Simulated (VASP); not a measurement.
# Ge (P6/mmm) in VASP: relaxation of cell and atoms with PBE

Aim: the relaxation of cell and atoms of Ge with PBE.

Everything below comes from runs of VASP 6.6.1. Logs are shortened: lines on timing, memory, paths and dates and some standing lists are left out, and cuts for length are marked.

### 1 The cell of the first run

It takes space group P6/mmm (No. 191, hexagonal). The conventional cell has a = 2.838 Å, b = 2.838 Å, c = 2.828 Å, α = 90.00°, β = 90.00°, γ = 120.00°. Ge (site symmetry 6/mmm) has 8 Ge at 2.83 to 2.84 Å within 3.7 Å.

The cell was generated, and may not be a known phase.

### 2 Relaxation of cell and atoms, PBE

INCAR reads:

```
  ALGO = Normal
  EDIFF = 1E-6
  EDIFFG = -0.01
  ENCUT = 600
  GGA = PE
  IBRION = 2
  ISIF = 3
  ISMEAR = 0
  LASPH = T
  LCHARG = F
  LREAL = F
  LWAVE = F
  NELM = 60
  NSW = 100
  PREC = Accurate
  SIGMA = 0.1
```

KPOINTS reads:

```
k-points
0
Gamma
  24 24 20
```

POSCAR reads:

```
Ge
1.0
    2.8382769918      0.0000000000      0.0000000000
   -1.4191384959      2.4580199779      0.0000000000
    0.0000000000      0.0000000000      2.8277100313
Ge
1
Direct
    0.0000000000      0.0000000000      0.5000000000
```

Potentials or basis: VASP PAW PBE potentials, release 64 (Ge_d).

Command:

```bash
> cat potpaw_PBE.64/Ge_d/POTCAR > POTCAR
> mpirun -np 1 vasp_std > vasp.out
```

OUTCAR:

```text
EDIFF = 1E-6
   EDIFFG = -0.01
   ENCUT = 600
   GGA = PE
   IBRION = 2
   ISIF = 3
   ISMEAR = 0
   LASPH = T
   LREAL = F
   NELM = 60
   NSW = 100
   PREC = Accurate

 ion  position               nearest neighbor table
   1  0.000  0.000  0.500-

  LATTYP: Found a hexagonal cell.
 ALAT       =     2.8382769918
 C/A-ratio  =     0.9962769805

  Lattice vectors:

 A1 = (   2.8382769918,   0.0000000000,   0.0000000000)
 A2 = (  -1.4191384959,   2.4580199779,   0.0000000000)
 A3 = (   0.0000000000,   0.0000000000,   2.8277100313)

Analysis of symmetry for initial positions (statically):
=====================================================================
 Subroutine PRICEL returns:
 Original cell was already a primitive cell.

 Routine SETGRP: Setting up the symmetry group for a
 hexagonal supercell.

 Subroutine GETGRP returns: Found 24 space group operations
 (whereof 24 operations were pure point group operations)
 out of a pool of 24 trial point group operations.

The static configuration has the point symmetry D_6h.

Analysis of symmetry for dynamics (positions and initial velocities):
=====================================================================
 Subroutine PRICEL returns:
 Original cell was already a primitive cell.

 Routine SETGRP: Setting up the symmetry group for a
 hexagonal supercell.

 Subroutine GETGRP returns: Found 24 space group operations
 (whereof 24 operations were pure point group operations)
 out of a pool of 24 trial point group operations.

The dynamic configuration has the point symmetry D_6h.

 Subroutine INISYM returns: Found 24 space group operations
 (whereof 24 operations are pure point group operations),
 and found     1 'primitive' translations

----------------------------------------------------------------------------------------

                                     Primitive cell

  volume of cell :      19.7276

  direct lattice vectors                    reciprocal lattice vectors
     2.838276992  0.000000000  0.000000000     0.352326430  0.203415759  0.000000000
    -1.419138496  2.458019978  0.000000000     0.000000000  0.406831518  0.000000000
     0.000000000  0.000000000  2.827710031     0.000000000  0.000000000  0.353643050

  length of vectors
     2.838276992  2.838276992  2.827710031     0.406831518  0.406831518  0.353643050

  position of ions in fractional coordinates (direct lattice)
     0.000000000  0.000000000  0.500000000

  ion indices of the primitive-cell ions
   primitive index   ion index
[... 95 lines left out ...]
  Fermi-wavevector in a.u.,A,eV,Ry     =   1.460245  2.759464 29.011926  2.132316
  Thomas-Fermi vector in A             =   2.576717
   LORBIT       =      0    0 simple, 1 ext, 2 COOP (PROOUT), +10 PAW based schemes
   GGA     = PE    functional components
   LHFCALC =     F    Hartree Fock is set to
   AEXX    =    0.0000 exact exchange contribution
   IVDW    =     0    specifies the selected vdW correction
   LEPSILON=     F    determine dielectric tensor
   LRPA    =     F    only Hartree local field effects (RPA)
 conjugate gradient relaxation of ions
 non-spin polarized calculation
 Gauss-broadening in eV      SIGMA  =   0.10
  energy-cutoff  :      600.00
  volume of cell :       19.73
 maximum number of plane-waves:       674
 NGX is ok and might be reduce to    24
   NGX = 11   NGY = 11   NGZ = 11

--------------------------------------- Ionic step        1  -------------------------------------------

 number of electron      13.9999999 magnetization

 Free energy of the ion-electron system (eV)
  ---------------------------------------------------
  ext. energy  EPLUGINS =         0.00000000
  ---------------------------------------------------
  free energy    TOTEN  =        -4.24598552 eV

  energy without entropy =       -4.24350247  energy(sigma->0) =       -4.24474400

------------------------ aborting loop because EDIFF is reached ----------------------------------------

  FORCE on cell =-STRESS in cart. coord.  units (eV):
  Direction    XX          YY          ZZ          XY          YZ          ZX
  --------------------------------------------------------------------------------------
  -------------------------------------------------------------------------------------
  Total        0.3474895      0.3474895     -0.9168735      0.0000000      0.0000000      0.0000000
  in kB       28.2213087     28.2213087    -74.4637589      0.0000000      0.0000000      0.0000000
  external PRESSURE =      -6.0070471 kB  Pullay stress =       0.0000000 kB
[... 127 lines left out ...]
--------------------------------------- Ionic step        5  -------------------------------------------

 number of electron      14.0000002 magnetization

 Free energy of the ion-electron system (eV)
  ---------------------------------------------------
  ext. energy  EPLUGINS =         0.00000000
  ---------------------------------------------------
  free energy    TOTEN  =        -4.27584362 eV

  energy without entropy =       -4.27427967  energy(sigma->0) =       -4.27506165

 E-fermi :   6.3628     XC(G=0): -11.1064

 val. band max:        6.3449660834   @ k =   0.1667   0.0000   0.2500
 cond. band min:       6.3795603007   @ k =   0.2917   0.2500   0.5000
 fundamental gap:      0.0345942173
 Fermi energy:         6.3628024435

 k-point     1 :       0.0000    0.0000    0.0000
  band No.  band energies     occupation
      1     -18.3939      2.00000
      2     -18.3096      2.00000
      3     -18.3096      2.00000
      4     -18.1690      2.00000
      5     -18.1690      2.00000
      6      -6.6061      2.00000
      7      12.9923      0.00000
      8      14.4735      0.00000
      9      14.4735      0.00000
     10      16.5286      0.00000
     11      20.3950      0.00000
[... 309 lines left out ...]
 k-point    24 :       0.4583    0.0417    0.0000
  band No.  band energies     occupation
      1     -18.3768      2.00000
      2     -18.2881      2.00000
      3     -18.2179      2.00000
      4     -18.1907      2.00000
      5     -18.1813      2.00000
      6      -1.8030      2.00000
      7       1.0561      2.00000
      8       9.9767      0.00000
      9      14.9473      0.00000
     10      16.7085      0.00000
     11      22.2993      0.00000

 [... further k-points ...]

------------------------ aborting loop because EDIFF is reached ----------------------------------------

  FORCE on cell =-STRESS in cart. coord.  units (eV):
  Direction    XX          YY          ZZ          XY          YZ          ZX
  --------------------------------------------------------------------------------------
  -------------------------------------------------------------------------------------
  Total       -0.0014048     -0.0014048      0.0022730      0.0000000      0.0000000      0.0000000
  in kB       -0.1163145     -0.1163145      0.1881939      0.0000000      0.0000000      0.0000000
  external PRESSURE =      -0.0148117 kB  Pullay stress =       0.0000000 kB
[... 16 lines left out ...]
  FREE ENERGIE OF THE ION-ELECTRON SYSTEM (eV)
  ---------------------------------------------------
  free  energy   TOTEN  =        -4.2758436204 eV

  energy  without entropy=       -4.2742796723  energy(sigma->0) =       -4.27506165

 reached required accuracy - stopping structural energy minimisation
```

OSZICAR:

```text
N       E                     dE             d eps       ncg     rms          rms(c)
DAV:   1     0.561017205481E+02    0.56102E+02   -0.82715E+03 15273   0.378E+03
DAV:   2     0.281588157892E+00   -0.55820E+02   -0.53790E+02 15226   0.399E+02
DAV:   3    -0.417985188789E+01   -0.44614E+01   -0.44249E+01 16812   0.734E+01
[... 32 lines left out ...]
DAV:   1    -0.427702903594E+01   -0.12109E-02   -0.15374E-02 18221   0.316E+00    0.202E-01
DAV:   2    -0.427614345811E+01    0.88558E-03   -0.10291E-03 16964   0.837E-01    0.101E-01
DAV:   3    -0.427586498196E+01    0.27848E-03   -0.40384E-04 17833   0.452E-01    0.208E-02
DAV:   4    -0.427584374132E+01    0.21241E-04   -0.33626E-05 16841   0.147E-01    0.553E-03
DAV:   5    -0.427584362042E+01    0.12090E-06   -0.39617E-07  9094   0.131E-02
   5 F= -.42758436E+01 E0= -.42750616E+01  d E =-.217090E-03
```

CONTCAR:

```text
Ge
   1.00000000000000
     2.8799518312615278    0.0000000000000000    0.0000000000000000
    -1.4399759156307639    2.4941114475733870    0.0000000000000000
    -0.0000000000000000    0.0000000000000000    2.6939810395614012
  Ge
     1
Direct
     0.0000000000000000    0.0000000000000000    0.5000000000000000

  0.00000000E+00  0.00000000E+00  0.00000000E+00
```

Wall time 4.7 min (1 thread of AMD EPYC 7R13 (Zen 3), shared host); peak memory 0.26 GiB.

What came out:

| Property | Result |
| --- | --- |
| Free energy | -4.2758 eV |
| Relaxed volume | 19.35 Å³/atom |
| Relaxed cell | a = 2.880 Å, b = 2.880 Å, c = 2.694 Å, α = 90.00°, β = 90.00°, γ = 120.00° |
| Space group after relaxing (to 0.1 Å) | P6/mmm (No. 191) |
| Energy gained by relaxing | 29.9 meV/atom |
| Ionic steps | 5 |
| Pressure after relaxing | 0.0 GPa |
| Band gap on the k mesh | zero (bands 7 and 8 overlap by 10.09 eV) |

The path:
```
step  energy change (eV)  largest force (eV/Å)  pressure (GPa)  volume (Å³)
   1              0.0000                0.0000           -0.60        19.73
   2             -0.0296                0.0000           -0.37        19.49
   3             -0.0296                0.0000           -0.56        19.49
   4             -0.0298                0.0000            0.14        19.30
   5             -0.0299                0.0000            0.00        19.35
```

Final structure:
```
Ge
1.0
     2.87995    0.00000    0.00000
    -1.43998    2.49411    0.00000
     0.00000    0.00000    2.69398
Ge
1
Direct
  0.00000 0.00000 0.50000
```

The gap in the log of VASP goes by the Fermi energy; the results here count the filled bands.